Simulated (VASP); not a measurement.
# Ta2NbO3 (R-3m) in VASP: relaxation of cell and atoms with PBE

Aim: the relaxation of cell and atoms of Ta2NbO3 with PBE.

Everything below comes from runs of VASP 6.6.1. Logs are shortened: lines on timing, memory, paths and dates and some standing lists are left out, and cuts for length are marked.

### Step 1. The cell of the first run

The structure is trigonal, space group R-3m (No. 166). Conventional cell: a = 4.802 Å, b = 4.802 Å, c = 11.941 Å, α = 90.00°, β = 90.00°, γ = 120.00°. Ta (site symmetry 3m) has 3 Nb at 2.82 Å and 9 O at 2.83 to 2.85 Å and 4 Ta at 2.94 to 2.99 Å within 3.7 Å. Within 3.2 Å of Nb (site symmetry -3m) lie 6 O at 2.43 Å and 6 Ta at 2.82 Å. O (site symmetry 2/m) has 4 O at 2.40 Å and 2 Nb at 2.43 Å and 6 Ta at 2.83 to 2.85 Å within 3.2 Å.

The cell was generated, and may not be a known phase.

### Step 2. Relaxation of cell and atoms, PBE

Contents of INCAR:

```
SYSTEM = Ta2NbO3
PREC = Accurate
ENCUT = 600
EDIFF = 1E-6
ISMEAR = 0
SIGMA = 0.1
LREAL = .FALSE.
LASPH = .TRUE.
NELM = 60
ALGO = Normal
ISIF = 3
LWAVE = .FALSE.
LCHARG = .FALSE.
GGA = PE
IBRION = 2
NSW = 90
EDIFFG = -0.04
```

Contents of KPOINTS:

```
regular mesh
0
G
  6 6 6
  0 0 0
```

Contents of POSCAR:

```
Ta2NbO3
1.0
    2.4011630400      1.3863121300      3.9803252600
   -2.4011630400      1.3863121300      3.9803252600
    0.0000000000     -2.7726242500      3.9803252600
Ta Nb O
2 1 3
Direct
    0.8748720300      0.8748720300      0.8748720300
    0.1251279700      0.1251279700      0.1251279700
    0.5000000000      0.5000000000      0.5000000000
    0.0000000000      0.5000000000      0.5000000000
    0.5000000000      0.0000000000      0.5000000000
    0.5000000000      0.5000000000      0.0000000000
```

Potentials or basis: VASP PAW PBE potentials, release 64 (Ta_pv, Nb_sv, O).

The run is started by

```console
$ cat potpaw_PBE.64/Ta_pv/POTCAR potpaw_PBE.64/Nb_sv/POTCAR potpaw_PBE.64/O/POTCAR > POTCAR
$ mpirun -np 1 vasp_std > vasp.out
```

OUTCAR:

```text
SYSTEM = Ta2NbO3
   PREC = Accurate
   ENCUT = 600
   EDIFF = 1E-6
   ISMEAR = 0
   LREAL = .FALSE.
   LASPH = .TRUE.
   NELM = 60
   ISIF = 3
   GGA = PE
   IBRION = 2
   NSW = 90
   EDIFFG = -0.04

 ion  position               nearest neighbor table
   1  0.875  0.875  0.875-   3 2.82   3 2.82   3 2.82   2 2.94   2 2.94   2 2.94   2 2.99
   2  0.125  0.125  0.125-   3 2.82   3 2.82   3 2.82   1 2.94   1 2.94   1 2.94   1 2.99
   3  0.500  0.500  0.500-   6 2.43   6 2.43   4 2.43   5 2.43   5 2.43   4 2.43   1 2.82   2 2.82
                             1 2.82   2 2.82   1 2.82   2 2.82
   4  0.000  0.500  0.500-   3 2.43   3 2.43
   5  0.500  0.000  0.500-   3 2.43   3 2.43
   6  0.500  0.500  0.000-   3 2.43   3 2.43

  LATTYP: Found a trigonal (rhomboedric) cell.
 ALAT       =     4.8508179147
 COS(alpha) =     0.5099466644

  Lattice vectors:

 A1 = (   2.4011630400,   1.3863121300,   3.9803252600)
 A2 = (  -2.4011630400,   1.3863121300,   3.9803252600)
 A3 = (   0.0000000000,  -2.7726242500,   3.9803252600)

Analysis of symmetry for initial positions (statically):
=====================================================================
 Subroutine PRICEL returns:
 Original cell was already a primitive cell.

 Routine SETGRP: Setting up the symmetry group for a
 trigonal (rhombohedral) supercell.

 Subroutine GETGRP returns: Found 12 space group operations
 (whereof 12 operations were pure point group operations)
 out of a pool of 12 trial point group operations.

The static configuration has the point symmetry D_3d.

Analysis of symmetry for dynamics (positions and initial velocities):
=====================================================================
 Subroutine PRICEL returns:
 Original cell was already a primitive cell.

 Routine SETGRP: Setting up the symmetry group for a
 trigonal (rhombohedral) supercell.

 Subroutine GETGRP returns: Found 12 space group operations
 (whereof 12 operations were pure point group operations)
 out of a pool of 12 trial point group operations.

The dynamic configuration has the point symmetry D_3d.

 Subroutine INISYM returns: Found 12 space group operations
 (whereof 12 operations are pure point group operations),
 and found     1 'primitive' translations

----------------------------------------------------------------------------------------

                                     Primitive cell

  volume of cell :      79.4973

  direct lattice vectors                    reciprocal lattice vectors
     2.401163040  1.386312130  3.980325260     0.208232424  0.120223046  0.083745250
    -2.401163040  1.386312130  3.980325260    -0.208232424  0.120223046  0.083745250
     0.000000000 -2.772624250  3.980325260     0.000000000 -0.240446092  0.083745250

  length of vectors
     4.850817915  4.850817915  4.850817911     0.254612627  0.254612627  0.254612628

  position of ions in fractional coordinates (direct lattice)
     0.874872030  0.874872030  0.874872030
     0.125127970  0.125127970  0.125127970
     0.500000000  0.500000000  0.500000000
     0.000000000  0.500000000  0.500000000
     0.500000000  0.000000000  0.500000000
     0.500000000  0.500000000  1.000000000

  ion indices of the primitive-cell ions
   primitive index   ion index
                 1           1
                 2           2
                 3           3
                 4           4
                 5           5
                 6           6

----------------------------------------------------------------------------------------

 KPOINTS: regular mesh

Automatic generation of k-mesh.
 Grid dimensions read from file:
 generate k-points for:    6    6    6

 Generating k-lattice:

  Cartesian coordinates                     Fractional coordinates (reciprocal lattice)
     0.034705404  0.020037174  0.013957542     0.166666667  0.000000000  0.000000000
    -0.034705404  0.020037174  0.013957542     0.000000000  0.166666667  0.000000000
     0.000000000 -0.040074349  0.013957542     0.000000000  0.000000000  0.166666667

  Length of vectors
     0.042435438  0.042435438  0.042435438

  Shift w.r.t. Gamma in fractional coordinates (k-lattice)
     0.000000000  0.000000000  0.000000000

 Subroutine IBZKPT returns following result:
 ===========================================

 Found     32 irreducible k-points:

 Following reciprocal coordinates:
            Coordinates               Weight
  0.000000  0.000000  0.000000      1.000000
  0.166667 -0.000000 -0.000000      6.000000
  0.333333 -0.000000 -0.000000      6.000000
  0.500000 -0.000000 -0.000000      3.000000
  0.166667  0.166667 -0.000000      6.000000
  0.333333  0.166667  0.000000     12.000000
[... 16 lines left out ...]
  0.500000  0.500000  0.166667      6.000000
 -0.333333  0.500000  0.166667     12.000000
 [... further k-points ...]
   k-points           NKPTS =     32   k-points in BZ     NKDIM =     32   number of bands    NBANDS=     31
   number of dos      NEDOS =    301   number of ions     NIONS =      6
   total plane-waves  NPLWV =  64000
   dimension x,y,z NGX =    40 NGY =   40 NGZ =   40
   dimension x,y,z NGXF=    80 NGYF=   80 NGZF=   80
   ions per type =               2   1   3
   NGX,Y,Z   is equivalent  to a cutoff of  13.71, 13.71, 13.71 a.u.
   NGXF,Y,Z  is equivalent  to a cutoff of  27.42, 27.42, 27.42 a.u.
 SYSTEM =  Ta2NbO3
   PREC   = accura    normal or accurate (medium, high low for compatibility)
   ISTART =      0    job   : 0-new  1-cont  2-samecut
   ICHARG =      2    charge: 1-file 2-atom 10-const
   ISPIN  =      1    spin polarized calculation?
   LNONCOLLINEAR =      F non collinear calculations
   LSORBIT =      F    spin-orbit coupling
   LASPH  =      T    aspherical Exc in radial PAW
   ENCUT  =  600.0 eV  44.10 Ry    6.64 a.u.   9.69  9.69  9.69*2*pi/ulx,y,z
   NELM   =     60;   NELMIN=  2; NELMDL= -5     # of ELM steps
   EDIFF  = 0.1E-05   stopping-criterion for ELM
   LREAL  =      F    real-space projection
   EDIFFG = -.4E-01   stopping-criterion for IOM
   NSW    =     90    number of steps for IOM
   IBRION =      2    ionic relax: 0-MD 1-quasi-New 2-CG
   NFREE  =      1    steps in history (QN), initial steepest desc. (CG)
   ISIF   =      3    stress and relaxation
   ISYM   =      2    0-nonsym 1-usesym 2-fastsym
   POTIM  = 0.5000    time-step for ionic-motion
   TEBEG  =    0.0;   TEEND  =   0.0 temperature during run
   PSTRESS=    0.0 pullay stress
   NELECT =      53.0000    total number of electrons
   NUPDOWN=      -1.0000    fix difference up-down
   EMIN   =  10.00;   EMAX   =-10.00  energy-range for DOS
   EFERMI =   0.00;   METHOD = LEGACY
   ISMEAR =     0;   SIGMA  =   0.10  broadening in eV -4-tet -1-fermi 0-gaus
   EFERMI_NEDOS =   21; number of points for ismear=-14 and -15
   IALGO  =     38    algorithm
   IMIX   =      4    mixing-type and parameters
     AMIX     =   0.40;   BMIX     =  1.00
     AMIX_MAG =   1.60;   BMIX_MAG =  1.00
  volume/ion in A,a.u.               =      13.25        89.41
  Fermi-wavevector in a.u.,A,eV,Ry     =   1.430153  2.702598 27.828523  2.045339
  Thomas-Fermi vector in A             =   2.550030
   LORBIT       =      0    0 simple, 1 ext, 2 COOP (PROOUT), +10 PAW based schemes
   GGA     = PE    functional components
   LHFCALC =     F    Hartree Fock is set to
   AEXX    =    0.0000 exact exchange contribution
   IVDW    =     0    specifies the selected vdW correction
   LEPSILON=     F    determine dielectric tensor
   LRPA    =     F    only Hartree local field effects (RPA)
 conjugate gradient relaxation of ions
 non-spin polarized calculation
 Gauss-broadening in eV      SIGMA  =   0.10
  energy-cutoff  :      600.00
  volume of cell :       79.50
 maximum number of plane-waves:      2697
   NGX = 19   NGY = 19   NGZ = 19

--------------------------------------- Ionic step        1  -------------------------------------------

 number of electron      52.9999990 magnetization

 Free energy of the ion-electron system (eV)
  ---------------------------------------------------
  ext. energy  EPLUGINS =         0.00000000
  ---------------------------------------------------
  free energy    TOTEN  =       -48.68896444 eV

  energy without entropy =      -48.66314402  energy(sigma->0) =      -48.67605423

------------------------ aborting loop because EDIFF is reached ----------------------------------------

  FORCE on cell =-STRESS in cart. coord.  units (eV):
  Direction    XX          YY          ZZ          XY          YZ          ZX
  --------------------------------------------------------------------------------------
  -------------------------------------------------------------------------------------
  Total        3.4146817      3.4146817    -27.6412186      0.0000000     -0.0000000      0.0000000
  in kB       68.8189947     68.8189946   -557.0770707      0.0000000     -0.0000005      0.0000000
  external PRESSURE =    -139.8130271 kB  Pullay stress =       0.0000000 kB
[... 101 lines left out ...]
  FREE ENERGIE OF THE ION-ELECTRON SYSTEM (eV)
  ---------------------------------------------------
  free  energy   TOTEN  =       -51.8829579850 eV

  energy  without entropy=      -51.8560114266  energy(sigma->0) =      -51.86948471

[... ionic steps 4 to 31 ...]

--------------------------------------- Ionic step       32  -------------------------------------------

 number of electron      52.9999997 magnetization

------------------------ aborting loop because EDIFF is reached ----------------------------------------
[... 75 lines left out ...]
--------------------------------------- Ionic step       34  -------------------------------------------

 number of electron      52.9999997 magnetization

 Free energy of the ion-electron system (eV)
  ---------------------------------------------------
  ext. energy  EPLUGINS =         0.00000000
  ---------------------------------------------------
  free energy    TOTEN  =       -55.60688033 eV

  energy without entropy =      -55.58574043  energy(sigma->0) =      -55.59631038

 E-fermi :   6.0222     XC(G=0): -11.2325

 val. band max:        6.0177913341   @ k =  -0.3333  -0.3333   0.1667
 cond. band min:       6.0236979758   @ k =  -0.3333   0.3333   0.3333
 fundamental gap:      0.0059066417
 Fermi energy:         6.0222385897

 k-point     1 :       0.0000    0.0000    0.0000
  band No.  band energies     occupation
      1     -49.8098      2.00000
      2     -29.7491      2.00000
      3     -29.6409      2.00000
      4     -29.5716      2.00000
      5     -29.5716      2.00000
      6     -29.4097      2.00000
[... 805 lines left out ...]
     30       7.2298      0.00000
     31       7.9004      0.00000

 [... further k-points ...]

------------------------ aborting loop because EDIFF is reached ----------------------------------------

  FORCE on cell =-STRESS in cart. coord.  units (eV):
  Direction    XX          YY          ZZ          XY          YZ          ZX
  --------------------------------------------------------------------------------------
  -------------------------------------------------------------------------------------
  Total       -0.0319872     -0.0319872      0.1003591     -0.0000000      0.0000000      0.0000000
  in kB       -0.5745952     -0.5745952      1.8027825     -0.0000000      0.0000000      0.0000000
  external PRESSURE =       0.2178640 kB  Pullay stress =       0.0000000 kB
[... 21 lines left out ...]
  FREE ENERGIE OF THE ION-ELECTRON SYSTEM (eV)
  ---------------------------------------------------
  free  energy   TOTEN  =       -55.6068803308 eV

  energy  without entropy=      -55.5857404342  energy(sigma->0) =      -55.59631038

 reached required accuracy - stopping structural energy minimisation
```

It took 45 min on 1 thread of Intel Xeon Platinum 8259CL at 2.50GHz (Skylake/Cascade Lake), shared host; peak memory 0.33 GiB.

What came out:

| Property | Result |
| --- | --- |
| Free energy | -55.6069 eV |
| Relaxed volume | 14.87 Å³/atom |
| Relaxed cell | a = 4.925 Å, b = 4.925 Å, c = 4.925 Å, α = 62.51°, β = 62.51°, γ = 62.51° |
| Space group after relaxing (to 0.1 Å) | R-3m (No. 166) |
| Energy gained by relaxing | 1153.0 meV/atom |
| Ionic steps | 34 |
| Pressure after relaxing | 0.0 GPa |
| Largest force after relaxing | 0.037 eV/Å |
| Band gap on the k mesh | zero (an odd number of electrons rules out a gap without spin polarisation) |

Forces on the atoms (eV/Å):
```
Ta   0.000  0.000 -0.037
Ta   0.000  0.000  0.037
Nb   0.000  0.000  0.000
O    0.000  0.000  0.000
O    0.000  0.000  0.000
O    0.000  0.000  0.000
```

Stress tensor (GPa, compression positive):
```
-0.06  0.00  0.00
 0.00 -0.06  0.00
 0.00  0.00  0.18
```

Step by step:
```csv
step,energy change (eV),largest force (eV/Å),pressure (GPa),volume (Å³)
1,0.0000,0.7055,-13.98,79.50
2,-2.5882,7.6296,28.24,65.27
3,-3.1940,5.1725,9.93,68.81
4,-4.8978,3.5890,15.43,68.98
5,-4.8915,3.0194,17.26,68.91
6,-5.3588,0.0318,-14.87,81.96
7,-5.6650,0.3244,-4.72,76.01
8,-5.9087,0.0349,1.61,73.14
9,-5.9377,0.0644,5.31,71.87
10,-5.9487,1.0709,-3.13,74.33
11,-5.9851,0.6157,0.44,73.19
12,-6.0151,0.4610,-0.71,74.03
13,-6.0383,0.2689,-2.00,75.38
14,-6.0661,0.2718,-2.83,78.10
15,-6.1945,0.0473,-0.93,83.73
16,-5.4538,4.1659,10.07,95.69
17,-6.2073,0.6388,1.98,85.34
18,-6.2051,0.9917,2.71,86.62
19,-6.2084,1.0130,2.71,86.74
20,-6.2172,1.0789,2.69,87.11
21,-6.2304,1.2260,2.72,87.84
22,-6.2363,1.5653,2.84,89.31
23,-6.2571,1.5164,2.58,89.39
24,-6.3170,1.3702,1.78,89.64
25,-6.4248,1.0797,0.24,90.12
26,-6.5953,0.5513,-2.68,91.07
27,-6.7576,0.6175,-7.72,92.89
28,-6.8443,0.4649,-5.49,91.68
29,-6.9141,0.2453,-1.47,89.71
30,-6.9167,0.1952,-0.42,89.24
31,-6.9166,0.2027,-0.57,89.31
32,-6.9177,0.1031,-0.23,89.24
33,-6.9178,0.0421,-0.02,89.19
34,-6.9179,0.0368,0.02,89.19
```

Final structure:
```
Ta Nb O
1.0
     2.55524    1.47527    3.94339
    -2.55524    1.47527    3.94339
     0.00000   -2.95054    3.94339
Ta Nb O
2 1 3
Direct
  0.77770 0.77770 0.77770
  0.22230 0.22230 0.22230
  0.50000 0.50000 0.50000
  0.00000 0.50000 0.50000
  0.50000 0.00000 0.50000
  0.50000 0.50000 0.00000
```

Levels at points of the mesh, in eV from the Fermi level:
| k point | band 24 | band 25 | band 26 | band 27 | band 28 | band 29 |
| --- | --- | --- | --- | --- | --- | --- |
| (0.00, 0.00, 0.00) | -1.84 | -1.84 | 0.10 | 0.10 | 0.36 | 1.04 |
| (0.50, 0.00, 0.00) | -1.90 | -0.52 | -0.22 | 0.78 | 0.81 | 0.82 |
| (0.50, 0.50, 0.00) | -1.55 | -1.24 | -1.02 | -0.30 | 0.47 | 0.71 |
| (0.50, 0.50, 0.50) | -1.09 | -1.09 | -1.06 | -0.61 | -0.61 | 2.24 |

Caveat: spin-orbit coupling is left out, which moves the levels of the heavy elements; an odd number of electrons without spin polarisation forces a metal; a magnetic or distorted state may lie lower.
